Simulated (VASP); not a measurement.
Input of a VASP 6.6.1 run:

File INCAR:

```
ALGO = Normal ; EDIFF = 1E-6
ENCUT = 520 ; GGA = PE
ISIF = 2 ; ISMEAR = -1
LASPH = T ; LCHARG = T
LELF = T ; LREAL = F
LVHAR = T ; LWAVE = F
NBANDS = 9 ; NELM = 100
PREC = Accurate ; SIGMA = 0.1
```

File KPOINTS:

```
k-points
0
Gamma
  18 18 18
```

Contents of POSCAR:

```
S
1.0
   -1.4657827337      1.4657827337      1.4657827337
    1.4657827337     -1.4657827337      1.4657827337
    1.4657827337      1.4657827337     -1.4657827337
S
1
Direct
    0.0000000000      0.0000000000      0.0000000000
```

Potentials or basis: VASP PAW PBE potentials, release 64 (S).

Run with:

```bash
$ cat potpaw_PBE.64/S/POTCAR > POTCAR
$ mpirun -np 1 vasp_std > vasp.out
```

(1) Estimate the pressure.

(2) Estimate the band gap on the k mesh.

Results:

(1) 29.6 GPa.

(2) zero (band 3 reaches 15.78 eV, above the bottom of band 4 at 6.40 eV).
